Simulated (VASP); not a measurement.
Crystal: Al2Pt.

```
Al Pt
1.0
     0.00000   -2.84092    0.00000
     2.84092    0.00000    0.00000
    -1.42046    1.42046    6.02651
Al Pt
2 1
Direct
  0.00000 0.00000 0.00000
  0.66667 0.66667 0.33333
  0.33333 0.33333 0.66667
```

| Quantity | Value |
| --- | --- |
| Program | VASP 6.6.1 |
| Task | relaxation of cell and atoms |
| Functional | PBE |
| Potentials or basis | VASP PAW PBE potentials, release 64 (Al, Pt) |
| Cutoff | 600 eV |
| k mesh | 12 × 12 × 12 |
| Occupations | gaussian, width 0.1 eV |
| Spin | no spin polarisation |

At the start: pressure -8.5 GPa; volume 16.21 Å³/atom.

Problem. Where does the relaxation end?

Solution. Over 10 steps the energy falls by 81.0 meV/atom and the volume is 15.28 Å³/atom (-5.7 %); space group I4/mmm (No. 139, to 0.05 Å).

The path:
```tsv
step	energy change (eV)	largest force (eV/Å)	pressure (GPa)	volume (Å³)
1	0.0000	1.0894	-8.47	48.64
2	-0.1276	0.1769	10.51	42.83
3	-0.1761	0.5621	2.89	44.68
4	-0.2357	0.1899	1.15	45.34
5	-0.2423	0.0110	0.58	45.67
6	-0.2423	0.0062	0.61	45.64
7	-0.2425	0.0561	-0.58	46.02
8	-0.2428	0.0336	-0.07	45.85
9	-0.2430	0.0178	-0.01	45.85
10	-0.2430	0.0058	0.03	45.85
```

Final structure:
```xyz
3
Lattice="0.0000 -2.8522 0.0000 2.8522 0.0000 0.0000 -1.4261 1.4261 5.6359" Properties=species:S:1:pos:R:3 pbc="T T T"
Al    1.4261   -1.4261    5.5523
Al    1.4261   -1.4261    1.9623
Pt    0.0000    0.0000    3.7573
```
